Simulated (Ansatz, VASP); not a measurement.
# Two plane-wave programs on Au

File INCAR:

```
  ALGO = Fast
  EDIFF = 1E-7
  ENCUT = 520
  GGA = PS
  ISIF = 2
  ISMEAR = 0
  LASPH = True
  LCHARG = False
  LREAL = False
  LWAVE = False
  NBANDS = 18
  NELM = 60
  PREC = Accurate
  SIGMA = 0.15
```

File KPOINTS:

```
k-points
0
Gamma
  22 22 12
```

File POSCAR:

```
Au
1.0
    1.4510859337     -2.6279687326      0.0000000000
    1.4510859337      2.6279687326      0.0000000000
    0.0000000000      0.0000000000      4.6285911578
Au
2
Direct
    0.6653279700      0.3346720300      0.2500000000
    0.3346720300      0.6653279700      0.7500000000
```

Input for Ansatz:

```yaml
crystal:
  lattice:
    - [1.4510859337, -2.6279687326, 0.0]
    - [1.4510859337, 2.6279687326, 0.0]
    - [0.0, 0.0, 4.6285911578]
  atoms:
    - { symbol: Au, position: [0.66532797, 0.33467203, 0.25] }
    - { symbol: Au, position: [0.33467203, 0.66532797, 0.75] }
basis:
  ecutwfc: 420
kpoints:
  mp_grid: { grid: [22, 22, 12] }
hamiltonian:
  xc: pbesol
scf:
  occupations: { method: gaussian, width: 0.15 }
output:
  forces: true
  stress: true
  eigenvalues: true
```

Alike in both runs: task single point; functional PBEsol; k mesh 22 × 22 × 12; occupations gaussian, width 0.15 eV; no spin polarisation.

|  | VASP | Ansatz |
| --- | --- | --- |
| version | VASP 6.6.1 | Ansatz 0.2.0 |
| potentials or method | VASP PAW PBE potentials, release 64 (Au), cutoff 520 eV | scalar-relativistic, plane waves, PAW |
| valence electrons in the cell | 22 | 38 |

|  | VASP | Ansatz | Ansatz less VASP |
| --- | --- | --- | --- |
| gap on the k mesh at the Fermi level (eV) | none | none | - |
| pressure (GPa) | -5.1 | -4.9 | +0.24 |
| traceless stress, the component that is largest in VASP (GPa) | 3.41 | 3.44 | +0.035 |
| rms of the force components (eV/Å) | 0.027 | 0.027 | +0.0002 |

VASP's potentials were made for PBE, not for PBEsol. Atom by atom the forces differ by 0.000 eV/Å (rms over components). A gap of «none» marks a metal or a gap that the smearing closes. VASP's potentials hold 22 valence electrons a cell and Ansatz's 38, so a difference there can come from the potentials and not from the codes.

Neither program's run includes spin-orbit coupling.
